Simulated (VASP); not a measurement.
# SiC (Moissanite 3C) (F-43m) in VASP: a series of runs, part 2 of 2

VASP 6.6.1. Earlier steps stand in the parts before.

### Step 3. Relaxation of cell and atoms, r2SCAN

Contents of POSCAR:

```
SiC
1.0
    0.0000000000      2.1790000000      2.1790000000
    2.1790000000      0.0000000000      2.1790000000
    2.1790000000      2.1790000000      0.0000000000
Si C
1 1
Direct
    0.0000000000      0.0000000000      0.0000000000
    0.2500000000      0.2500000000      0.2500000000
```

Contents of INCAR.step1:

```
PREC = Accurate
ENCUT = 600
ISMEAR = -1
SIGMA = 0.02
LREAL = F
LASPH = T
NELM = 100
GGA = PE
ALGO = Normal
EDIFF = 1E-4
LWAVE = T
LCHARG = F
```

Contents of INCAR.step2:

```
PREC = Accurate
ENCUT = 600
EDIFF = 1E-7
ISMEAR = -1
SIGMA = 0.02
LREAL = F
LASPH = T
NELM = 100
ALGO = Normal
ISIF = 3
LWAVE = F
LCHARG = F
METAGGA = R2SCAN
LMIXTAU = T
IBRION = 2
NSW = 80
EDIFFG = -0.01
ISTART = 1
```

Contents of KPOINTS:

```
regular mesh
0
Gamma
  10 10 10
```

Potentials or basis: VASP PAW PBE potentials, release 64 (Si, C).

Run with:

```
> cat potpaw_PBE.64/Si/POTCAR potpaw_PBE.64/C/POTCAR > POTCAR
> cp INCAR.step1 INCAR
> mpirun -np 1 vasp_std > vasp.out
> cp INCAR.step2 INCAR
> mpirun -np 1 vasp_std > vasp.out
```

Wall time 100 s (1 thread of Intel Xeon 6975P-C, shared host); peak memory 0.16 GiB.

The run converged. Its results:

```yaml
Free_energy: -19.3290 eV
Relaxed_volume: 10.32 Å³/atom
Relaxed_cell: a = 3.079 Å, b = 3.079 Å, c = 3.079 Å, α = 60.00°, β = 60.00°, γ = 60.00°
Space_group_after_relaxing_to_0.05_Å: F-43m (No. 216)
Energy_gained_by_relaxing: 0.1 meV/atom
Ionic_steps: 3
Pressure_after_relaxing: 0.0 GPa
Band_gap_on_the_k_mesh: 1.72 eV, indirect (least direct gap 5.06 eV)
```

Step by step:
```csv
step,energy change (eV),largest force (eV/Å),pressure (GPa),volume (Å³)
1,0.0000,0.0000,-0.61,20.69
2,0.0000,0.0000,0.68,20.57
3,-0.0001,0.0000,0.00,20.64
```

Final structure:
```cif
data_structure
_symmetry_space_group_name_H-M 'P 1'
_symmetry_Int_Tables_number 1
_cell_length_a 3.0788
_cell_length_b 3.0788
_cell_length_c 3.0788
_cell_angle_alpha 60.000
_cell_angle_beta 60.000
_cell_angle_gamma 60.000
_cell_volume 20.64
loop_
_atom_site_label
_atom_site_type_symbol
_atom_site_fract_x
_atom_site_fract_y
_atom_site_fract_z
_atom_site_occupancy
Si1 Si 0.00000 0.00000 0.00000 1
C1 C 0.25000 0.25000 0.25000 1
```

Levels at points of the mesh, in eV from the valence-band top:
```tsv
k point	band 2	band 3	band 4	band 5	band 6	band 7
(0.00, 0.00, 0.00)	0.00	0.00	0.00	6.87	7.87	7.87
(0.50, 0.00, 0.00)	-8.83	-1.11	-1.11	6.02	7.76	7.76
(0.50, 0.50, 0.00)	-8.06	-3.34	-3.34	1.72	4.83	15.16
```

Caveat: the PAW data sets were made with another functional, which shifts forces and pressure a little.

### Step 4. Relaxation of the atoms, r2SCAN

This run uses another cell than the first one, of 9.72 Å³/atom, 0.939 times its volume.

Contents of POSCAR:

```
SiC
1.0
    0.0000000000      2.1338509600      2.1338509600
    2.1338509600      0.0000000000      2.1338509600
    2.1338509600      2.1338509600      0.0000000000
Si C
1 1
Direct
    0.0000000000      0.0000000000      0.0000000000
    0.2500000000      0.2500000000      0.2500000000
```

Contents of INCAR.step1:

```
SYSTEM = SiC
  ALGO = Normal
  EDIFF = 1E-4
  ENCUT = 520
  GGA = PE
  ISMEAR = -1
  LASPH = .True.
  LCHARG = .False.
  LREAL = .False.
  LWAVE = .True.
  NELM = 80
  PREC = Accurate
  SIGMA = 0.02
```

Contents of INCAR.step2:

```
SYSTEM = SiC
  ALGO = Normal
  EDIFF = 1E-6
  EDIFFG = -0.01
  ENCUT = 520
  IBRION = 2
  ISIF = 2
  ISMEAR = -1
  ISTART = 1
  LASPH = .True.
  LCHARG = .False.
  LMIXTAU = .True.
  LREAL = .False.
  LWAVE = .False.
  METAGGA = R2SCAN
  NELM = 80
  NSW = 50
  PREC = Accurate
  SIGMA = 0.02
```

Contents of KPOINTS:

```
k-points
0
Gamma
  12 12 12
  0 0 0
```

Run with:

```
> cat potpaw_PBE.64/Si/POTCAR potpaw_PBE.64/C/POTCAR > POTCAR
> cp INCAR.step1 INCAR
> mpirun -np 1 vasp_std > vasp.out
> cp INCAR.step2 INCAR
> mpirun -np 1 vasp_std > vasp.out
```

Wall time 30 s (1 thread of Intel Xeon 6975P-C, shared host); peak memory 0.14 GiB.

It converged, with:

| Quantity | Value |
| --- | --- |
| Free energy | -19.2704 eV |
| Pressure after relaxing | 15.5 GPa |
| Band gap on the k mesh | 1.68 eV, indirect (least direct gap 5.14 eV) |

Final structure:
```
Si C
1.0
     0.00000    2.13385    2.13385
     2.13385    0.00000    2.13385
     2.13385    2.13385    0.00000
Si C
1 1
Direct
  0.00000 0.00000 0.00000
  0.25000 0.25000 0.25000
```

Levels at points of the mesh, in eV from the valence-band top:
```tsv
k point	band 1	band 2	band 3	band 4	band 5	band 6	band 7	band 8
(0.00, 0.00, 0.00)	-16.69	0.00	0.00	0.00	7.63	8.33	8.33	8.33
(0.50, 0.00, 0.00)	-12.82	-9.17	-1.12	-1.12	6.61	8.03	8.03	11.34
(0.50, 0.50, 0.00)	-11.29	-8.26	-3.45	-3.45	1.68	5.08	15.92	15.92
```

Caveat: the relaxation stopped at its first step, so nothing moved; the PAW data sets were made with another functional, which shifts forces and pressure a little.

### Step 5. Relaxation of the atoms, r2SCAN

This run uses another cell than the first one, of 9.92 Å³/atom, 0.959 times its volume.

Contents of POSCAR:

```
SiC
1.0
    0.0000000000      2.1488785700      2.1488785700
    2.1488785700      0.0000000000      2.1488785700
    2.1488785700      2.1488785700      0.0000000000
Si C
1 1
Direct
    0.0000000000      0.0000000000      0.0000000000
    0.2500000000      0.2500000000      0.2500000000
```

Contents of INCAR.step1:

```
PREC = Accurate
ENCUT = 520
ISMEAR = -1
SIGMA = 0.02
LREAL = False
LASPH = True
NELM = 80
GGA = PE
ALGO = Normal
EDIFF = 1E-4
LWAVE = True
LCHARG = False
```

Contents of INCAR.step2:

```
PREC = Accurate
ENCUT = 520
EDIFF = 1E-7
ISMEAR = -1
SIGMA = 0.02
LREAL = False
LASPH = True
NELM = 80
ALGO = Normal
ISIF = 2
LWAVE = False
LCHARG = False
METAGGA = R2SCAN
LMIXTAU = True
IBRION = 2
NSW = 50
EDIFFG = -0.01
ISTART = 1
```

Contents of KPOINTS:

```
regular mesh
0
Gamma
  12 12 12
```

Run with:

```
> cat potpaw_PBE.64/Si/POTCAR potpaw_PBE.64/C/POTCAR > POTCAR
> cp INCAR.step1 INCAR
> mpirun -np 1 vasp_std > vasp.out
> cp INCAR.step2 INCAR
> mpirun -np 1 vasp_std > vasp.out
```

Wall time 30 s (1 thread of Intel Xeon 6975P-C, shared host); peak memory 0.14 GiB.

It converged, with:

```
Free energy             : -19.3030 eV
Pressure after relaxing : 9.8 GPa
Band gap on the k mesh  : 1.70 eV, indirect (least direct gap 5.11 eV)
```

Final structure:
```
Si C
1.0
     0.00000    2.14888    2.14888
     2.14888    0.00000    2.14888
     2.14888    2.14888    0.00000
Si C
1 1
Cartesian
  0.0000 0.0000 0.0000
  1.0744 1.0744 1.0744
```

Levels at points of the mesh, in eV from the valence-band top:
```tsv
k point	band 2	band 3	band 4	band 5	band 6	band 7
(0.00, 0.00, 0.00)	0.00	0.00	0.00	7.36	8.17	8.17
(0.50, 0.00, 0.00)	-9.05	-1.11	-1.11	6.40	7.94	7.94
(0.50, 0.50, 0.00)	-8.19	-3.41	-3.41	1.70	4.99	15.66
```

Caveat: the relaxation stopped at its first step, so nothing moved; the PAW data sets were made with another functional, which shifts forces and pressure a little. A k mesh can miss the band edges.

### Step 6. Relaxation of the atoms, r2SCAN

This run uses another cell than the first one, of 10.13 Å³/atom, 0.979 times its volume.

Contents of POSCAR:

```
SiC
1.0
    0.0000000000      2.1636989000      2.1636989000
    2.1636989000      0.0000000000      2.1636989000
    2.1636989000      2.1636989000      0.0000000000
Si C
1 1
Direct
    0.0000000000      0.0000000000      0.0000000000
    0.2500000000      0.2500000000      0.2500000000
```

Contents of INCAR.step1:

```
  PREC = Accurate
  ENCUT = 520
  ISMEAR = -1
  SIGMA = 0.02
  LREAL = F
  LASPH = T
  NELM = 60
  GGA = PE
  ALGO = Normal
  EDIFF = 1E-4
  LWAVE = T
  LCHARG = F
```

Contents of INCAR.step2:

```
  PREC = Accurate
  ENCUT = 520
  EDIFF = 1E-6
  ISMEAR = -1
  SIGMA = 0.02
  LREAL = F
  LASPH = T
  NELM = 60
  ALGO = Normal
  ISIF = 2
  LWAVE = F
  LCHARG = F
  METAGGA = R2SCAN
  LMIXTAU = T
  IBRION = 2
  NSW = 50
  EDIFFG = -0.01
  ISTART = 1
```

KPOINTS is that of step 5.

Potentials or basis: VASP PAW PBE potentials, release 64 (Si, C).

Run with:

```
> cat potpaw_PBE.64/Si/POTCAR potpaw_PBE.64/C/POTCAR > POTCAR
> cp INCAR.step1 INCAR
> mpirun -np 1 vasp_std > vasp.out
> cp INCAR.step2 INCAR
> mpirun -np 1 vasp_std > vasp.out
```

Run time: 32 s. Hardware: 1 thread of Intel Xeon 6975P-C, shared host; peak memory 0.14 GiB.

Results (log left out):

- Free energy: -19.3215 eV
- Pressure after relaxing: 4.5 GPa
- Band gap on the k mesh: 1.71 eV, indirect (least direct gap 5.09 eV)

Final structure:
```
CELL_PARAMETERS angstrom
0.00000 2.16370 2.16370
2.16370 0.00000 2.16370
2.16370 2.16370 0.00000
ATOMIC_POSITIONS crystal
Si 0.00000 0.00000 0.00000
C 0.25000 0.25000 0.25000
```

Levels at points of the mesh, in eV from the valence-band top:
```tsv
k point	band 1	band 2	band 3	band 4	band 5	band 6	band 7	band 8
(0.00, 0.00, 0.00)	-16.35	0.00	0.00	0.00	7.10	8.01	8.01	8.01
(0.50, 0.00, 0.00)	-12.64	-8.93	-1.11	-1.11	6.20	7.84	7.84	11.08
(0.50, 0.50, 0.00)	-11.16	-8.12	-3.37	-3.37	1.71	4.91	15.40	15.40
```

Caveat: the relaxation stopped at its first step, so nothing moved; the PAW data sets were made with another functional, which shifts forces and pressure a little.

### Step 7. Summary

| task | level | potentials or basis | cell | k mesh | cutoff (eV) | gap on the mesh (eV) | pressure (GPa) | relaxed volume (Å³/atom) |
| --- | --- | --- | --- | --- | --- | --- | --- | --- |
| relaxation of cell and atoms | LDA | VASP PAW LDA potentials, release 64 (Si, C) | relaxed from a = 3.082 Å, angles 60.0°, 2 atoms | 10 × 10 × 10 | 600 | 1.29 | 0.0 | 10.15 |
| relaxation of cell and atoms | r2SCAN | VASP PAW PBE potentials, release 64 (Si, C) | relaxed from a = 3.082 Å, angles 60.0°, 2 atoms | 10 × 10 × 10 | 600 | 1.72 | 0.0 | 10.32 |
| relaxation of the atoms | r2SCAN | VASP PAW PBE potentials, release 64 (Si, C) | atoms relaxed from a = 3.018 Å, angles 60.0°, 2 atoms | 12 × 12 × 12 | 520 | 1.68 | 15.5 | - |
| relaxation of the atoms | r2SCAN | VASP PAW PBE potentials, release 64 (Si, C) | atoms relaxed from a = 3.039 Å, angles 60.0°, 2 atoms | 12 × 12 × 12 | 520 | 1.70 | 9.8 | - |
| relaxation of the atoms | r2SCAN | VASP PAW PBE potentials, release 64 (Si, C) | atoms relaxed from a = 3.060 Å, angles 60.0°, 2 atoms | 12 × 12 × 12 | 520 | 1.71 | 4.5 | - |

Alike in all rows: no spin polarisation; smearing fermi-dirac 0.02 eV.

Caveats: the PAW data sets were made with another functional, which shifts forces and pressure a little (some runs); the relaxation stopped at its first step, so nothing moved (some runs).

Total energies depend on the potentials used, so only differences within one code and one set of settings carry meaning.
